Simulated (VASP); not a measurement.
# CdGeTe4Cl2 (I-42m) in VASP: single point with r2SCAN

Aim: the single point of CdGeTe4Cl2 with r2SCAN.

Everything below comes from runs of VASP 6.6.1. Logs are shortened: lines on timing, memory, paths and dates and some standing lists are left out, and cuts for length are marked.

**1. The cell of the first run**

The structure is tetragonal, space group I-42m (No. 121). The conventional cell has a = 7.844 Å, b = 7.844 Å, c = 7.397 Å, α = 90.00°, β = 90.00°, γ = 90.00°. Within 4.4 Å of Cl (site symmetry 222) lie 8 Te at 3.31 to 3.53 Å and 2 Cl at 3.70 Å and 2 Cd at 3.92 Å and 2 Ge at 3.92 Å. Cd (site symmetry -42m) has 4 Te at 2.88 Å and 2 Ge at 3.70 Å within 3.8 Å. Ge (site symmetry -42m) has 4 Te at 2.61 Å within 3.4 Å. Te (site symmetry m) has 1 Ge at 2.61 Å and 1 Cd at 2.88 Å and 2 Cl at 3.31 Å within 3.4 Å.

**2. Single point, r2SCAN**

File POSCAR:

```
CdGeTe4Cl2
1.0
   -3.9219815999      3.9219815999      3.6984832287
    3.9219815999     -3.9219815999      3.6984832287
    3.9219815999      3.9219815999     -3.6984832287
Cl Cd Ge Te
2 1 1 4
Direct
    0.5000000000      0.0000000000      0.5000000000
    0.0000000000      0.5000000000      0.5000000000
    0.5000000000      0.5000000000      0.0000000000
    0.0000000000      0.0000000000      0.0000000000
    0.9590620189      0.9590620189      0.3637437825
    0.0409379811      0.4046817636      0.0000000000
    0.5953182364      0.5953182364      0.6362562175
    0.4046817636      0.0409379811      0.0000000000
```

File INCAR.step1:

```
SYSTEM = CdGeTe4Cl2
  ALGO = Normal
  EDIFF = 1E-5
  ENCUT = 550
  GGA = PE
  GGA_COMPAT = .FALSE.
  ISMEAR = 0
  LASPH = .TRUE.
  LCHARG = .FALSE.
  LREAL = .FALSE.
  LWAVE = .TRUE.
  NBANDS = 42
  NELM = 120
  PREC = Accurate
  SIGMA = 0.2024
```

File INCAR.step2:

```
SYSTEM = CdGeTe4Cl2
  ALGO = Normal
  EDIFF = 1E-6
  ENCUT = 550
  GGA_COMPAT = .FALSE.
  ISIF = 2
  ISMEAR = 0
  ISTART = 1
  LASPH = .TRUE.
  LCHARG = .FALSE.
  LMIXTAU = .TRUE.
  LREAL = .FALSE.
  LWAVE = .FALSE.
  METAGGA = R2SCAN
  NBANDS = 42
  NELM = 120
  PREC = Accurate
  SIGMA = 0.2024
```

File KPOINTS:

```
k-points
0
G
  4 4 4
  0 0 0
```

Potentials or basis: VASP PAW PBE potentials, release 64 (Cl, Cd, Ge_d, Te).

Run with:

```sh
cat potpaw_PBE.64/Cl/POTCAR potpaw_PBE.64/Cd/POTCAR potpaw_PBE.64/Ge_d/POTCAR potpaw_PBE.64/Te/POTCAR > POTCAR
cp INCAR.step1 INCAR
mpirun -np 1 vasp_std > vasp.out
cp INCAR.step2 INCAR
mpirun -np 1 vasp_std > vasp.out
```

OUTCAR:

```text
SYSTEM = CdGeTe4Cl2
   EDIFF = 1E-6
   ENCUT = 550
   ISIF = 2
   ISMEAR = 0
   ISTART = 1
   LASPH = .TRUE.
   LREAL = .FALSE.
   METAGGA = R2SCAN
   NELM = 120
   PREC = Accurate

 ion  position               nearest neighbor table
   1  0.500  0.000  0.500-
   2  0.000  0.500  0.500-
   3  0.500  0.500  0.000-   5 2.88   7 2.88   6 2.88   8 2.88
   4  0.000  0.000  0.000-   5 2.61   6 2.61   7 2.61   8 2.61
   5  0.959  0.959  0.364-   4 2.61   3 2.88
   6  0.041  0.405  0.000-   4 2.61   3 2.88
   7  0.595  0.595  0.636-   4 2.61   3 2.88
   8  0.405  0.041  0.000-   4 2.61   3 2.88

  LATTYP: Found a body centered tetragonal cell.
 ALAT       =     7.8439631998
 C/A-ratio  =     0.9430139164

  Lattice vectors:

 A1 = (  -3.9219815999,   3.9219815999,   3.6984832287)
 A2 = (   3.9219815999,  -3.9219815999,   3.6984832287)
 A3 = (   3.9219815999,   3.9219815999,  -3.6984832287)

Analysis of symmetry for initial positions (statically):
=====================================================================
 Subroutine PRICEL returns:
 Original cell was already a primitive cell.

 Routine SETGRP: Setting up the symmetry group for a
 body centered tetragonal supercell.

 Subroutine GETGRP returns: Found  8 space group operations
 (whereof  8 operations were pure point group operations)
 out of a pool of 16 trial point group operations.

The static configuration has the point symmetry D_2d.

Analysis of symmetry for dynamics (positions and initial velocities):
=====================================================================
 Subroutine PRICEL returns:
 Original cell was already a primitive cell.

 Routine SETGRP: Setting up the symmetry group for a
 body centered tetragonal supercell.

 Subroutine GETGRP returns: Found  8 space group operations
 (whereof  8 operations were pure point group operations)
 out of a pool of 16 trial point group operations.

The dynamic configuration has the point symmetry D_2d.

 Subroutine INISYM returns: Found  8 space group operations
 (whereof  8 operations are pure point group operations),
 and found     1 'primitive' translations

----------------------------------------------------------------------------------------

                                     Primitive cell

  volume of cell :     227.5594

  direct lattice vectors                    reciprocal lattice vectors
    -3.921981600  3.921981600  3.698483229     0.000000000  0.127486575  0.135190555
     3.921981600 -3.921981600  3.698483229     0.127486575  0.000000000  0.135190555
     3.921981600  3.921981600 -3.698483229     0.127486575  0.127486575  0.000000000

  length of vectors
     6.666532647  6.666532647  6.666532647     0.185820647  0.185820647  0.180293243

  position of ions in fractional coordinates (direct lattice)
     0.500000000  0.000000000  0.500000000
     0.000000000  0.500000000  0.500000000
     0.500000000  0.500000000  0.000000000
     0.000000000  0.000000000  0.000000000
     0.959062019  0.959062019  0.363743783
     0.040937981  0.404681764  0.000000000
     0.595318236  0.595318236  0.636256217
     0.404681764  0.040937981  0.000000000

  ion indices of the primitive-cell ions
   primitive index   ion index
                 1           1
                 2           2
                 3           3
                 4           4
                 5           5
                 6           6
                 7           7
                 8           8

----------------------------------------------------------------------------------------

 KPOINTS: k-points

Automatic generation of k-mesh.
 Grid dimensions read from file:
 generate k-points for:    4    4    4

 Generating k-lattice:

  Cartesian coordinates                     Fractional coordinates (reciprocal lattice)
     0.000000000  0.031871644  0.033797639     0.250000000  0.000000000  0.000000000
     0.031871644  0.000000000  0.033797639     0.000000000  0.250000000  0.000000000
     0.031871644  0.031871644  0.000000000     0.000000000  0.000000000  0.250000000

  Length of vectors
     0.046455162  0.046455162  0.045073311

  Shift w.r.t. Gamma in fractional coordinates (k-lattice)
     0.000000000  0.000000000  0.000000000

 Subroutine IBZKPT returns following result:
 ===========================================

 Found     13 irreducible k-points:

 Following reciprocal coordinates:
            Coordinates               Weight
  0.000000  0.000000  0.000000      1.000000
  0.250000  0.000000  0.000000      8.000000
  0.500000  0.000000  0.000000      4.000000
  0.250000  0.250000  0.000000      8.000000
  0.500000  0.250000  0.000000     16.000000
 -0.250000  0.250000  0.000000      4.000000
  0.500000  0.500000  0.000000      2.000000
  0.250000  0.250000  0.250000      2.000000
 -0.250000  0.250000  0.250000      4.000000
  0.500000  0.500000  0.250000      4.000000
 -0.250000  0.500000  0.250000      8.000000
 -0.250000 -0.250000  0.250000      2.000000
  0.500000  0.500000  0.500000      1.000000
   k-points           NKPTS =     13   k-points in BZ     NKDIM =     13   number of bands    NBANDS=     42
   number of dos      NEDOS =    301   number of ions     NIONS =      8
   total plane-waves  NPLWV = 157464
   dimension x,y,z NGX =    54 NGY =   54 NGZ =   54
   dimension x,y,z NGXF=   108 NGYF=  108 NGZF=  108
   ions per type =               2   1   1   4
   NGX,Y,Z   is equivalent  to a cutoff of  13.47, 13.47, 13.47 a.u.
   NGXF,Y,Z  is equivalent  to a cutoff of  26.93, 26.93, 26.93 a.u.
 SYSTEM =  CdGeTe4Cl2
   PREC   = accura    normal or accurate (medium, high low for compatibility)
   ISTART =      1    job   : 0-new  1-cont  2-samecut
   ICHARG =      0    charge: 1-file 2-atom 10-const
   ISPIN  =      1    spin polarized calculation?
   LNONCOLLINEAR =      F non collinear calculations
   LSORBIT =      F    spin-orbit coupling
   LASPH  =      T    aspherical Exc in radial PAW
   ENCUT  =  550.0 eV  40.42 Ry    6.36 a.u.  12.75 12.75 12.75*2*pi/ulx,y,z
   NELM   =    120;   NELMIN=  2; NELMDL=  0     # of ELM steps
   EDIFF  = 0.1E-05   stopping-criterion for ELM
   LREAL  =      F    real-space projection
[... 7 lines left out ...]
   TEBEG  =    0.0;   TEEND  =   0.0 temperature during run
   PSTRESS=    0.0 pullay stress
   NELECT =      64.0000    total number of electrons
   NUPDOWN=      -1.0000    fix difference up-down
   EMIN   =  10.00;   EMAX   =-10.00  energy-range for DOS
   EFERMI =   0.00;   METHOD = LEGACY
   ISMEAR =     0;   SIGMA  =   0.20  broadening in eV -4-tet -1-fermi 0-gaus
   EFERMI_NEDOS =   21; number of points for ismear=-14 and -15
   IALGO  =     38    algorithm
   IMIX   =      4    mixing-type and parameters
     AMIX     =   0.40;   BMIX     =  1.00
     AMIX_MAG =   1.60;   BMIX_MAG =  1.00
  volume/ion in A,a.u.               =      28.44       191.96
  Fermi-wavevector in a.u.,A,eV,Ry     =   1.072597  2.026914 15.653017  1.150464
  Thomas-Fermi vector in A             =   2.208372
   LORBIT       =      0    0 simple, 1 ext, 2 COOP (PROOUT), +10 PAW based schemes
   METAGGA = R2SCAN    functional components
   LHFCALC =     F    Hartree Fock is set to
   AEXX    =    0.0000 exact exchange contribution
   IVDW    =     0    specifies the selected vdW correction
   LEPSILON=     F    determine dielectric tensor
   LRPA    =     F    only Hartree local field effects (RPA)
 non-spin polarized calculation
 Gauss-broadening in eV      SIGMA  =   0.20
  energy-cutoff  :      550.00
  volume of cell :      227.56
 maximum number of plane-waves:      6694
 NGX is ok and might be reduce to    54
   NGX = 25   NGY = 25   NGZ = 25

 number of electron      63.9999997 magnetization

 Free energy of the ion-electron system (eV)
  ---------------------------------------------------
  ext. energy  EPLUGINS =         0.00000000
  ---------------------------------------------------
  free energy    TOTEN  =      -147.73243154 eV

  energy without entropy =     -147.56226166  energy(sigma->0) =     -147.64734660

 E-fermi :   3.9203     XC(G=0):  -9.8090

 val. band max:        3.9174243687   @ k =   0.5000   0.5000   0.5000
 cond. band min:       3.9673478698   @ k =   0.5000   0.2500   0.0000
 fundamental gap:      0.0499235011
 Fermi energy:         3.9203103350

 k-point     1 :       0.0000    0.0000    0.0000
  band No.  band energies     occupation
      1     -21.5454      2.00000
      2     -21.5454      2.00000
      3     -21.5320      2.00000
      4     -21.5205      2.00000
      5     -21.5107      2.00000
      6     -11.1651      2.00000
[... 34 lines left out ...]
     41      10.4963      0.00000
     42      10.4963      0.00000

 k-point     2 :       0.2500    0.0000    0.0000
  band No.  band energies     occupation
      1     -21.5454      2.00000
      2     -21.5454      2.00000
      3     -21.5320      2.00000
      4     -21.5205      2.00000
      5     -21.5107      2.00000
      6     -11.0982      2.00000
[... 34 lines left out ...]
     41      10.1824      0.00000
     42      10.9016      0.00000

 k-point     3 :       0.5000    0.0000    0.0000
  band No.  band energies     occupation
      1     -21.5454      2.00000
      2     -21.5454      2.00000
      3     -21.5320      2.00000
      4     -21.5205      2.00000
      5     -21.5108      2.00000
      6     -10.9624      2.00000
[... 34 lines left out ...]
     41      10.1743      0.00000
     42      11.5562      0.00000

 k-point     4 :       0.2500    0.2500    0.0000
  band No.  band energies     occupation
      1     -21.5454      2.00000
      2     -21.5454      2.00000
      3     -21.5320      2.00000
      4     -21.5205      2.00000
      5     -21.5108      2.00000
      6     -10.9816      2.00000
[... 349 lines left out ...]
     41       9.9112      0.00000
     42      10.8917      0.00000

 k-point    12 :      -0.2500   -0.2500    0.2500
  band No.  band energies     occupation
      1     -21.5454      2.00000
      2     -21.5454      2.00000
      3     -21.5320      2.00000
      4     -21.5205      2.00000
      5     -21.5108      2.00000
      6     -11.0093      2.00000
[... 34 lines left out ...]
     41       9.9042      0.00000
     42      10.7247      0.00000

 k-point    13 :       0.5000    0.5000    0.5000
  band No.  band energies     occupation
      1     -21.5454      2.00000
      2     -21.5453      2.00000
      3     -21.5320      2.00000
      4     -21.5205      2.00000
      5     -21.5108      2.00000
      6     -11.0201      2.00000
[... 34 lines left out ...]
     41       9.4159      0.00000
     42       9.4159      0.00000

------------------------ aborting loop because EDIFF is reached ----------------------------------------

  FORCE on cell =-STRESS in cart. coord.  units (eV):
  Direction    XX          YY          ZZ          XY          YZ          ZX
  --------------------------------------------------------------------------------------
  -------------------------------------------------------------------------------------
  Total       -0.0007754     -0.0007754      0.0715856      0.0000000      0.0000000      0.0000000
  in kB       -0.0054592     -0.0054592      0.5040125      0.0000000      0.0000000      0.0000000
  external PRESSURE =       0.1643647 kB  Pullay stress =       0.0000000 kB

 VOLUME and BASIS-vectors are now :
 -----------------------------------------------------------------------------
  energy-cutoff  :      550.00
  volume of cell :      227.56
      direct lattice vectors                 reciprocal lattice vectors
    -3.921981600  3.921981600  3.698483229     0.000000000  0.127486575  0.135190555
     3.921981600 -3.921981600  3.698483229     0.127486575  0.000000000  0.135190555
     3.921981600  3.921981600 -3.698483229     0.127486575  0.127486575  0.000000000

 POSITION                                       TOTAL-FORCE (eV/Angst)
 -----------------------------------------------------------------------------------
      0.00000      3.92198      0.00000         0.000000     -0.000000      0.000000
      3.92198      0.00000      0.00000        -0.000000     -0.000000     -0.000000
      0.00000      0.00000      3.69848        -0.000000     -0.000000     -0.000000
      0.00000      0.00000      0.00000         0.000000     -0.000000      0.000000
      1.42660      1.42660      5.74885         0.013270      0.013270      0.001549
      1.42660     -1.42660      1.64812         0.013270     -0.013270     -0.001549
      2.49539      2.49539      2.05037        -0.013270     -0.013270      0.001549
     -1.42660      1.42660      1.64812        -0.013270      0.013270     -0.001549
 -----------------------------------------------------------------------------------
    total drift:                                0.000001      0.000001      0.000001

  FREE ENERGIE OF THE ION-ELECTRON SYSTEM (eV)
  ---------------------------------------------------
  free  energy   TOTEN  =      -147.7324315383 eV

  energy  without entropy=     -147.5622616612  energy(sigma->0) =     -147.64734660
```

Run time: 27 min. Hardware: 1 thread of Intel Xeon 8259CL, shared host; peak memory 0.53 GiB.

What came out:

| Item | Value |
| --- | --- |
| Free energy | -147.7324 eV |
| Pressure | 0.0 GPa |
| Largest force | 0.019 eV/Å |
| Band gap on the k mesh | zero (band 32 reaches 4.42 eV, above the bottom of band 33 at 3.77 eV) |

Forces on the atoms (eV/Å):
```
Cl   0.000  0.000  0.000
Cl   0.000  0.000  0.000
Cd   0.000  0.000  0.000
Ge   0.000  0.000  0.000
Te   0.013  0.013  0.002
Te   0.013 -0.013 -0.002
Te  -0.013 -0.013  0.002
Te  -0.013  0.013 -0.002
```

Levels at points of the mesh, in eV from the Fermi level:
| k point | band 29 | band 30 | band 31 | band 32 | band 33 | band 34 | band 35 | band 36 |
| --- | --- | --- | --- | --- | --- | --- | --- | --- |
| (0.00, 0.00, 0.00) | -0.73 | -0.38 | -0.10 | 0.50 | 0.95 | 0.95 | 2.35 | 3.05 |
| (0.50, 0.00, 0.00) | -0.67 | -0.66 | -0.33 | -0.14 | 0.14 | 0.19 | 1.85 | 2.41 |
| (0.50, 0.50, 0.00) | -1.44 | -0.84 | -0.75 | -0.32 | 0.37 | 0.79 | 1.97 | 3.29 |
| (0.50, 0.50, 0.50) | -1.70 | -1.09 | -1.09 | 0.00 | 0.00 | 0.21 | 0.87 | 3.67 |

Caveat: the PAW data sets were made with another functional, which shifts forces and pressure a little; spin-orbit coupling is left out, which moves the levels of the heavy elements.
